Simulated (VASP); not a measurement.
Input of a VASP 6.6.1 run:

The input INCAR:

```
ALGO     = Normal         # electronic algorithm
EDIFF    = 1E-6           # SCF threshold, eV
ENCUT    = 520            # plane-wave cutoff, eV
GGA      = PS             # functional
ISIF     = 2              # what is computed and relaxed
ISMEAR   = 0              # smearing method
LASPH    = T              # aspherical terms in the spheres
LCHARG   = F              # write CHGCAR
LREAL    = F              # projectors in reciprocal space
LWAVE    = F              # write WAVECAR
NBANDS   = 12             # bands
NELM     = 60             # most SCF steps
PREC     = Accurate       # precision mode
SIGMA    = 0.15           # smearing width, eV
```

KPOINTS

```
k-points
0
Gamma
  12 12 12
```

The input POSCAR:

```
Sb
1.0
    2.1506003320      1.2416496806      3.7440000000
   -2.1506003320      1.2416496806      3.7440000000
    0.0000000000     -2.4832993611      3.7440000000
Sb
2
Direct
    0.1825556535      0.2811941737      0.3172983779
    0.7663600000      0.7663600000      0.7663600000
```

Potentials or basis: VASP PAW PBE potentials, release 64 (Sb).

Run with:

```bash
$ cat potpaw_PBE.64/Sb/POTCAR > POTCAR
$ mpirun -np 1 vasp_std > vasp.out
```

**Question.** Estimate the largest force.

**Answer.** 0.185 eV/Å.

**Question.** What does it give for the band gap on the k mesh?

**Answer.** Zero (bands 5 and 6 overlap by 0.64 eV).

**Question.** What does it give for the pressure?

**Answer.** -0.7 GPa.

Stress tensor (GPa, compression positive):
```
 0.25  1.23 -0.12
 1.23  0.53  0.49
-0.12  0.49 -2.80
```

Caveat: the cell differs from its parent crystal (atom 1 (Sb) moved by (-0.300, +0.300) A along [1 1 0] and z); the PAW data sets were made with another functional, which shifts forces and pressure a little; spin-orbit coupling is left out, which moves the levels of the heavy elements.
